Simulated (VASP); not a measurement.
Input of a VASP 6.6.1 run:

INCAR

```
SYSTEM = Al16CN14
  ALGO = Normal
  EDIFF = 1E-7
  EDIFFG = -0.03
  ENCUT = 520
  GGA = PE
  GGA_COMPAT = .False.
  IBRION = 2
  ISIF = 2
  ISMEAR = 0
  ISPIN = 2
  ISYM = -1
  LASPH = .True.
  LCHARG = .False.
  LORBIT = 11
  LREAL = Auto
  LWAVE = .False.
  MAGMOM = 0.02 0 0 0 0.02 0 0 0 0 0 0 0 0.01 0 0 0 0.02 0.02 0.02 0 0.02 0.01 0 0 0.06 0 0 0.02 0.02 0.01 0.07
  NELECT = 121.0
  NELM = 200
  NELMIN = 4
  NSW = 100
  NUPDOWN = 1.0
  PREC = Accurate
  SIGMA = 0.01
```

Contents of KPOINTS:

```
explicit points
1
Reciprocal
  0.25000000   0.25000000   0.25000000 1
```

The input POSCAR:

```
Al16CN14
1.0
    6.2595139100      0.0000000600      0.0000000000
   -3.1297570100      5.4208980300      0.0000000000
    0.0000000000      0.0000000000     10.0348065900
Al N C
16 14 1
Direct
    0.3333333300      0.1666666700      0.2496176900
    0.1666666700      0.3333333300      0.4996176900
    0.3333333300      0.1666666700      0.7496176900
    0.1666666700      0.3333333300      0.9996176900
    0.3333333300      0.6666666700      0.2496176900
    0.1666666700      0.8333333300      0.4996176900
    0.3333333300      0.6666666700      0.7496176900
    0.1666666700      0.8333333300      0.9996176900
    0.8333333300      0.1666666700      0.2496176900
    0.6666666700      0.3333333300      0.4996176900
    0.8333333300      0.1666666700      0.7496176900
    0.6666666700      0.3333333300      0.9996176900
    0.8333333300      0.6666666700      0.2496176900
    0.6666666700      0.8333333300      0.4996176900
    0.8333333300      0.6666666700      0.7496176900
    0.6666666700      0.8333333300      0.9996176900
    0.3333333300      0.1666666700      0.4403823100
    0.1666666700      0.3333333300      0.1903823100
    0.3333333300      0.1666666700      0.9403823100
    0.1666666700      0.3333333300      0.6903823100
    0.3333333300      0.6666666700      0.4403823100
    0.3333333300      0.6666666700      0.9403823100
    0.1666666700      0.8333333300      0.6903823100
    0.8333333300      0.1666666700      0.4403823100
    0.6666666700      0.3333333300      0.1903823100
    0.8333333300      0.1666666700      0.9403823100
    0.6666666700      0.3333333300      0.6903823100
    0.6666666700      0.8333333300      0.1903823100
    0.8333333300      0.6666666700      0.9403823100
    0.6666666700      0.8333333300      0.6903823100
    0.8333333300      0.6666666700      0.4403823100
```

Potentials or basis: VASP PAW PBE potentials, release 64 (Al, N, C).

Launch:

```sh
$ cat potpaw_PBE.64/Al/POTCAR potpaw_PBE.64/N/POTCAR potpaw_PBE.64/C/POTCAR > POTCAR
$ mpirun -np 1 vasp_std > vasp.out
```

Q: Estimate the energy gained by relaxing.

A: 25.9 meV/atom.

The path:
| step | energy change (eV) | largest force (eV/Å) | pressure (GPa) |
| --- | --- | --- | --- |
| 1 | 0.0000 | 1.3642 | -3.89 |
| 2 | -0.2797 | 0.8591 | -3.25 |
| 3 | -0.3148 | 0.6037 | -3.48 |
| 4 | -0.4219 | 0.6942 | -3.06 |
| 5 | -0.4521 | 1.1627 | -2.63 |
| 6 | -0.5035 | 1.2177 | -2.41 |
| 7 | -0.5652 | 1.0504 | -1.76 |
| 8 | -0.6364 | 0.5527 | -1.71 |
| 9 | -0.6700 | 0.5708 | -1.60 |
| 10 | -0.7074 | 0.3655 | -1.65 |
| 11 | -0.7375 | 0.3928 | -1.73 |
| 12 | -0.7569 | 0.2982 | -1.73 |
| 13 | -0.7655 | 0.2860 | -1.72 |
| 14 | -0.7755 | 0.2331 | -1.69 |
| 15 | -0.7819 | 0.1937 | -1.63 |
| 16 | -0.7901 | 0.1630 | -1.59 |
| 17 | -0.7928 | 0.1476 | -1.55 |
| 18 | -0.7973 | 0.0918 | -1.53 |
| 19 | -0.7982 | 0.0796 | -1.52 |
| 20 | -0.8005 | 0.0656 | -1.52 |
| 21 | -0.8007 | 0.0767 | -1.52 |
| 22 | -0.8019 | 0.0379 | -1.53 |
| 23 | -0.8019 | 0.0456 | -1.53 |
| 24 | -0.8022 | 0.0275 | -1.53 |

Caveat: the cell carries a net charge on a neutralising background, which shifts energy and pressure; the cell is charged against a uniform background, so pressure and absolute levels hang on convention; the total moment is fixed, so each spin has its own Fermi level and the state may be an excited one.
